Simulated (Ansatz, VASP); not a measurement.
**KCl: VASP beside Ansatz**

```
K Cl
1.0
     0.00000    3.15610    3.09298
     3.15610    0.00000    3.09298
     3.15610    3.15610    0.00000
K Cl
1 1
Cartesian
  0.0000 0.0000 0.0000
  3.1561 3.1561 3.0930
```

Change from the starting cell: strain -0.0200 x Voigt [0, 0, 1, 0, 0, 0], atoms carried along.

Alike in both runs: task single point; functional PBE; k mesh 6 × 6 × 6; occupations gaussian, width 0.05 eV; no spin polarisation.

```csv
,VASP,Ansatz
version,VASP 6.6.1,Ansatz 0.2.0
potentials or method,"VASP PAW PBE potentials, release 64 (K_sv, Cl), cutoff 520 eV","scalar-relativistic, plane waves, PAW"
valence electrons in the cell,16,16
```

Ansatz gave:

```
gap on the k mesh at the Fermi level (eV)                     : 5.22
least direct gap on the mesh (eV)                             : 5.22
pressure (GPa)                                                : 1.0
traceless stress, the component that is largest in VASP (GPa) : 0.56
```

What did VASP give for the same quantities?

gap on the k mesh at the Fermi level (eV): 5.21; least direct gap on the mesh (eV): 5.21; pressure (GPa): 1.0; traceless stress, the component that is largest in VASP (GPa): 0.57.

The functional is the same, so the differences come from potentials, cutoffs and numerics.
